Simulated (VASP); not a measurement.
Set up this calculation in VASP 6.6.1, as the native input.

```
Task                   : single point
Functional             : PBE
Potentials or basis    : VASP PAW PBE potentials, release 64 (Yb)
Cutoff                 : 520 eV
k mesh                 : 12 × 12 × 7
Occupations            : fermi-dirac, width 0.1 eV
Spin                   : no spin polarisation
Dipole correction      : no
Further INCAR settings : ALGO = Normal; EDIFF = 1e-06; NBANDS = 31
```

The structure of Yb lies in POSCAR:

```
Yb
1.0
    3.0150014800      0.0000000000      0.0000000000
   -1.5075007400      2.6110678700      0.0000000000
    0.0000000000      0.0000000000      4.8230000000
Yb
2
Direct
    0.3333333300      0.6666666700      0.2500000000
    0.6666666700      0.3333333300      0.7500000000
```

The input as run:

INCAR

```
SYSTEM = Yb
ALGO     = Normal         ! electronic algorithm
EDIFF    = 1E-6           ! SCF threshold, eV
ENCUT    = 520            ! plane-wave cutoff, eV
GGA      = PE             ! functional
ISIF     = 2              ! what is computed and relaxed
ISMEAR   = -1             ! smearing method
LASPH    = .TRUE.         ! aspherical terms in the spheres
LCHARG   = .FALSE.        ! write CHGCAR
LREAL    = .FALSE.        ! projectors in reciprocal space
LWAVE    = .FALSE.        ! write WAVECAR
NBANDS   = 31             ! bands
NELM     = 100            ! most SCF steps
PREC     = Accurate       ! precision mode
SIGMA    = 0.1            ! smearing width, eV
```

KPOINTS

```
k-points
0
G
  12 12 7
  0 0 0
```

Potentials or basis: VASP PAW PBE potentials, release 64 (Yb).

Launch:

```sh
$ cat potpaw_PBE.64/Yb/POTCAR > POTCAR
$ mpirun -np 1 vasp_std > vasp.out
```

Results of the run:

The pressure is 35.6 GPa and the band gap on the k mesh is zero (band 24 reaches 4.30 eV, above the bottom of band 25 at 3.56 eV).

Caveat: spin-orbit coupling is left out, which moves the levels of the heavy elements.

It took 86 s on 1 thread of Intel(R) Xeon(R) 6975P-C (Granite Rapids), with other jobs on the host, peak memory 0.23 GiB.
